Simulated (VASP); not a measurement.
# C (C2/m) in VASP: single point with PBE

Aim: the single point of C with PBE.

Program: VASP 6.6.1. These are calculated values, not measurements. Logs are shortened: lines on timing, memory, paths and dates and some standing lists are left out, and cuts for length are marked.

## 1. The cell of the first run

The structure is monoclinic, space group C2/m (No. 12). The conventional cell has a = 4.368 Å, b = 2.522 Å, c = 2.522 Å, α = 90.00°, β = 125.26°, γ = 90.00°. Within 1.5 Å of C (site symmetry m) lie 1 C at 1.09 Å.

## 2. Single point, PBE (atom 1 (C) moved by (-0.450, -0.450) A along y and z)

INCAR reads:

```
PREC = Accurate
ENCUT = 520
EDIFF = 1E-6
ISMEAR = 0
SIGMA = 0.05
LREAL = F
LASPH = T
NELM = 60
ALGO = Normal
ISIF = 2
LWAVE = F
LCHARG = F
GGA = PE
NBANDS = 11
```

KPOINTS reads:

```
regular mesh
0
Gamma
  12 12 12
```

POSCAR reads:

```
C
1.0
    0.0000000000      1.7834000000      1.7834000000
    1.7834000000      0.0000000000      1.7834000000
    1.7834000000      1.7834000000      0.0000000000
C
2
Direct
    0.2476729842      0.5000000000      0.5000000000
    0.7500000000      0.7500000000      0.7500000000
```

Potentials or basis: VASP PAW PBE potentials, release 64 (C).

On the command line:

```console
$ cat potpaw_PBE.64/C/POTCAR > POTCAR
$ mpirun -np 1 vasp_std > vasp.out
```

OUTCAR:

```text
PREC = Accurate
   ENCUT = 520
   EDIFF = 1E-6
   ISMEAR = 0
   LREAL = F
   LASPH = T
   NELM = 60
   ISIF = 2
   GGA = PE

 ion  position               nearest neighbor table
   1  0.248  0.500  0.500-   2 1.09   2 1.67   2 1.67
   2  0.750  0.750  0.750-   1 1.09   1 1.67   1 1.67

  LATTYP: Found a face centered cubic cell.
 ALAT       =     3.5668000000

  Lattice vectors:

 A1 = (   0.0000000000,   1.7834000000,   1.7834000000)
 A2 = (   1.7834000000,   0.0000000000,   1.7834000000)
 A3 = (   1.7834000000,   1.7834000000,   0.0000000000)

Analysis of symmetry for initial positions (statically):
=====================================================================
 Subroutine PRICEL returns:
 Original cell was already a primitive cell.

 Routine SETGRP: Setting up the symmetry group for a
 face centered cubic supercell.

 Subroutine GETGRP returns: Found  4 space group operations
 (whereof  2 operations were pure point group operations)
 out of a pool of 48 trial point group operations.

The static configuration has the point symmetry C_1h.
 The point group associated with its full space group is C_2h.

Analysis of symmetry for dynamics (positions and initial velocities):
=====================================================================
 Subroutine PRICEL returns:
 Original cell was already a primitive cell.

 Routine SETGRP: Setting up the symmetry group for a
 face centered cubic supercell.

 Subroutine GETGRP returns: Found  4 space group operations
 (whereof  2 operations were pure point group operations)
 out of a pool of 48 trial point group operations.

The dynamic configuration has the point symmetry C_1h.
 The point group associated with its full space group is C_2h.

 Subroutine INISYM returns: Found  4 space group operations
 (whereof  2 operations are pure point group operations),
 and found     1 'primitive' translations

----------------------------------------------------------------------------------------

                                     Primitive cell

  volume of cell :      11.3443

  direct lattice vectors                    reciprocal lattice vectors
     0.000000000  1.783400000  1.783400000    -0.280363351  0.280363351  0.280363351
     1.783400000  0.000000000  1.783400000     0.280363351 -0.280363351  0.280363351
     1.783400000  1.783400000  0.000000000     0.280363351  0.280363351 -0.280363351

  length of vectors
[... 84 lines left out ...]
   EDIFFG = 0.1E-04   stopping-criterion for IOM
   NSW    =      0    number of steps for IOM
   IBRION =     -1    ionic relax: 0-MD 1-quasi-New 2-CG
   NFREE  =      0    steps in history (QN), initial steepest desc. (CG)
   ISIF   =      2    stress and relaxation
   ISYM   =      2    0-nonsym 1-usesym 2-fastsym
   POTIM  = 0.5000    time-step for ionic-motion
   TEBEG  =    0.0;   TEEND  =   0.0 temperature during run
   PSTRESS=    0.0 pullay stress
   NELECT =       8.0000    total number of electrons
   NUPDOWN=      -1.0000    fix difference up-down
   EMIN   =  10.00;   EMAX   =-10.00  energy-range for DOS
   EFERMI =   0.00;   METHOD = LEGACY
   ISMEAR =     0;   SIGMA  =   0.05  broadening in eV -4-tet -1-fermi 0-gaus
   EFERMI_NEDOS =   21; number of points for ismear=-14 and -15
   IALGO  =     38    algorithm
   IMIX   =      4    mixing-type and parameters
     AMIX     =   0.40;   BMIX     =  1.00
     AMIX_MAG =   1.60;   BMIX_MAG =  1.00
  volume/ion in A,a.u.               =       5.67        38.28
  Fermi-wavevector in a.u.,A,eV,Ry     =   1.457178  2.753668 28.890189  2.123369
  Thomas-Fermi vector in A             =   2.574010
   LORBIT       =      0    0 simple, 1 ext, 2 COOP (PROOUT), +10 PAW based schemes
   GGA     = PE    functional components
   LHFCALC =     F    Hartree Fock is set to
   AEXX    =    0.0000 exact exchange contribution
   IVDW    =     0    specifies the selected vdW correction
   LEPSILON=     F    determine dielectric tensor
   LRPA    =     F    only Hartree local field effects (RPA)
 non-spin polarized calculation
 Gauss-broadening in eV      SIGMA  =   0.05
  energy-cutoff  :      520.00
  volume of cell :       11.34
 maximum number of plane-waves:       316
   NGX =  9   NGY =  9   NGZ =  9

 number of electron       7.9999999 magnetization

 Free energy of the ion-electron system (eV)
  ---------------------------------------------------
  ext. energy  EPLUGINS =         0.00000000
  ---------------------------------------------------
  free energy    TOTEN  =       -12.10772404 eV

  energy without entropy =      -12.10750004  energy(sigma->0) =      -12.10761204

 E-fermi :  10.2148     XC(G=0): -13.1991

 val. band max:       10.1912022222   @ k =   0.4167   0.4167   0.4167
 cond. band min:      10.2191910039   @ k =   0.0000   0.0833   0.0000
 fundamental gap:      0.0279887818
 Fermi energy:        10.2148187696

 k-point     1 :       0.0000    0.0000    0.0000
  band No.  band energies     occupation
      1     -12.1679      2.00000
      2       2.7082      2.00000
      3       9.0589      2.00000
      4      11.2650      0.00000
      5      12.4542      0.00000
      6      18.9060      0.00000
      7      19.1054      0.00000
      8      26.1330      0.00000
      9      26.6538      0.00000
     10      33.0339      0.00000
     11      35.5854      0.00000
[... 309 lines left out ...]
 k-point    24 :       0.0833    0.0000    0.1667
  band No.  band energies     occupation
      1     -11.5012      2.00000
      2       2.0450      2.00000
      3       8.1709      2.00000
      4       9.7328      2.00000
      5      11.5473      0.00000
      6      18.2798      0.00000
      7      21.0962      0.00000
      8      26.6424      0.00000
      9      28.2704      0.00000
     10      31.6241      0.00000
     11      33.7204      0.00000

 [... further k-points ...]
[... 5 lines left out ...]
  --------------------------------------------------------------------------------------
  -------------------------------------------------------------------------------------
  Total       17.2917991      7.8694043      7.8694043     -3.4462015      7.6602184     -3.4462019
  in kB     2442.1620591   1111.4147485   1111.4147485   -486.7152617   1081.8709360   -486.7153227
  external PRESSURE =    1554.9971854 kB  Pullay stress =       0.0000000 kB

 VOLUME and BASIS-vectors are now :
 -----------------------------------------------------------------------------
  energy-cutoff  :      520.00
  volume of cell :       11.34
      direct lattice vectors                 reciprocal lattice vectors
     0.000000000  1.783400000  1.783400000    -0.280363351  0.280363351  0.280363351
     1.783400000  0.000000000  1.783400000     0.280363351 -0.280363351  0.280363351
     1.783400000  1.783400000  0.000000000     0.280363351  0.280363351 -0.280363351

 POSITION                                       TOTAL-FORCE (eV/Angst)
 -----------------------------------------------------------------------------------
      1.78340      1.33340      1.33340       -24.220781     12.984923     12.984923
      2.67510      2.67510      2.67510        24.220781    -12.984923    -12.984923
 -----------------------------------------------------------------------------------
    total drift:                                0.000001      0.000002      0.000002

  FREE ENERGIE OF THE ION-ELECTRON SYSTEM (eV)
  ---------------------------------------------------
  free  energy   TOTEN  =       -12.1077240445 eV

  energy  without entropy=      -12.1075000350  energy(sigma->0) =      -12.10761204
```

It took 19 s on 1 thread of Intel Xeon 6975P-C (Granite Rapids), shared host; peak memory 0.15 GiB.

Results:

| Property | Result |
| --- | --- |
| Free energy | -12.1077 eV |
| Pressure | 155.5 GPa |
| Largest force | 30.395 eV/Å |
| Band gap on the k mesh | zero (band 4 reaches 11.27 eV, above the bottom of band 5 at 8.10 eV) |

Forces on the atoms (eV/Å):
```
C   -24.221  12.985  12.985
C    24.221 -12.985 -12.985
```

Stress tensor (GPa, compression positive):
```
244.22 -48.67 -48.67
-48.67 111.14 108.19
-48.67 108.19 111.14
```

Caveat: the cell differs from its parent crystal (atom 1 (C) moved by (-0.450, -0.450) A along y and z); forces of over 1 eV/Å act on the atoms, so gaps and moduli don't describe the material at rest.
